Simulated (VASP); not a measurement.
Wanted: the native input for a VASP 6.6.1 run.

```yaml
Task: single point
Functional: PBE
Potentials_or_basis: VASP PAW PBE potentials, release 64 (Ta_pv, Bi_d, S)
Cutoff: 520 eV
k_mesh: 8 × 8 × 8
Occupations: gaussian, width 0.1 eV
Spin: no spin polarisation
Dipole_correction: no
Further_INCAR_settings: ALGO = Normal; EDIFF = 1e-07; NBANDS = 55
```

The structure of TaBiS3 lies in POSCAR:

```
TaBiS3
1.0
    3.5191989622      2.0318104697      4.9187944990
   -3.5191989622      2.0318104697      4.9187944990
    0.0000000000     -4.0636209348      4.9187945008
Ta Bi S
2 2 6
Direct
    0.5000000000      0.5000000000      0.5000000000
    0.0000000000      0.0000000000      0.0000000000
    0.7500000000      0.7500000000      0.7500000000
    0.2500000000      0.2500000000      0.2500000000
    0.8498328779      0.2500000000      0.6501671221
    0.6501671221      0.8498328779      0.2500000000
    0.2500000000      0.6501671221      0.8498328779
    0.1501671221      0.7500000000      0.3498328779
    0.3498328779      0.1501671221      0.7500000000
    0.7500000000      0.3498328779      0.1501671221
```

One way to write it, as run:

INCAR

```
SYSTEM = TaBiS3
  PREC = Accurate
  ENCUT = 520
  EDIFF = 1E-7
  ISMEAR = 0
  SIGMA = 0.1
  LREAL = .False.
  LASPH = .True.
  NELM = 80
  ALGO = Normal
  ISIF = 2
  LWAVE = .False.
  LCHARG = .False.
  GGA = PE
  NBANDS = 55
```

KPOINTS

```
Automatic mesh
0
Gamma
  8 8 8
  0 0 0
```

Potentials or basis: VASP PAW PBE potentials, release 64 (Ta_pv, Bi_d, S).

Command:

```sh
$ cat potpaw_PBE.64/Ta_pv/POTCAR potpaw_PBE.64/Bi_d/POTCAR potpaw_PBE.64/S/POTCAR > POTCAR
$ mpirun -np 1 vasp_std > vasp.out
```

Results of the run:

The pressure is 0.0 GPa and the largest force is 0.004 eV/Å. The band gap on the k mesh is zero (bands 44 and 45 overlap by 0.62 eV).

Caveat: spin-orbit coupling is left out, which moves the levels of the heavy elements.

Run time: 13 min on 1 thread of Intel Xeon 8259CL, on a shared host, peak memory 0.74 GiB.
